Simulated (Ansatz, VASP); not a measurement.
**CuO in VASP and in Ansatz**

```xyz
2
Lattice="0.0000 2.2618 2.2618 2.2618 0.0000 2.2618 2.2618 2.2618 0.0000" Properties=species:S:1:pos:R:3 pbc="T T T"
Cu    0.0000    0.0000    0.0000
O     1.1309    1.1309    1.1309
```

Alike in both runs: task electric field gradients; functional PBE; k mesh 8 × 8 × 8; occupations fermi-dirac, width 0.05 eV; no spin polarisation.

|  | VASP | Ansatz |
| --- | --- | --- |
| version | VASP 6.6.1 | Ansatz 0.2.0 |
| potentials or method | VASP PAW PBE potentials, release 64 (Cu, O) | PAW with Ansatz's default frozen-core files, scalar-relativistic |
| plane-wave cutoff (eV) | 520 | 420 |
| valence electrons in the cell | 17 | 25 |

|  | VASP | Ansatz | Ansatz less VASP |
| --- | --- | --- | --- |
| pressure (GPa) | 0.6 | -0.1 | -0.66 |

VASP's potentials hold 17 valence electrons a cell and Ansatz's 25, so a difference there can come from the potentials and not from the codes.
